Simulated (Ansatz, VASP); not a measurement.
Ta: VASP beside Ansatz

The input INCAR:

```
  ALGO = Normal
  EDIFF = 1E-7
  EDIFFG = -0.005
  ENCUT = 600
  IBRION = 2
  ISIF = 3
  ISMEAR = -1
  LASPH = T
  LCHARG = F
  LREAL = F
  LWAVE = F
  NELM = 100
  NSW = 45
  PREC = Accurate
  SIGMA = 0.05
```

Contents of KPOINTS:

```
k-points
0
Gamma
  18 18 18
```

The input POSCAR:

```
Ta
1.0
   -1.6264024439      1.6264024439      1.6264024439
    1.6264024439     -1.6264024439      1.6264024439
    1.6264024439      1.6264024439     -1.6264024439
Ta
1
Direct
    0.0000000000      0.0000000000      0.0000000000
```

Input for Ansatz:

```yaml
crystal:
  lattice:
    - [-1.6264024439, 1.6264024439, 1.6264024439]
    - [1.6264024439, -1.6264024439, 1.6264024439]
    - [1.6264024439, 1.6264024439, -1.6264024439]
  atoms:
    - { symbol: Ta, position: [0.0, 0.0, 0.0] }
kpoints:
  mp_grid: { grid: [18, 18, 18] }
scf:
  occupations: { method: fermi_dirac, width: 0.05 }
hamiltonian:
  xc: lda
  pseudopotentials: { kind: all_electron, lapw: { basis_error: 0.0005 } }
output:
  forces: true
  stress: true
  eigenvalues: true
  populations: true
relax:
  f_tol: 0.005
  max_steps: 25
  cell: {}
```

Alike in both runs: task relaxation of cell and atoms; functional LDA; k mesh 18 × 18 × 18; occupations fermi-dirac, width 0.05 eV; no spin polarisation.

|  | VASP | Ansatz |
| --- | --- | --- |
| version | VASP 6.6.1 | Ansatz 0.2.0 |
| potentials or method | VASP PAW LDA potentials, release 64 (Ta_pv), cutoff 600 eV | all-electron LAPW, scalar-relativistic |

Ansatz gave:

```
relaxed volume (Å³/atom)                                        : 17.19
relaxed length of the cell vector where the two differ most in proportion (Å) : 2.816
```

Task: Which values does VASP return?

Result: Relaxed volume (Å³/atom): 17.28; relaxed length of the cell vector where the two differ most in proportion (Å): 2.821.

LDA's correlation is that of Perdew and Zunger in VASP and of Perdew and Wang (1992) in Ansatz. Ansatz ran all-electron here, and VASP with PAW potentials.

Spin-orbit coupling is off throughout.
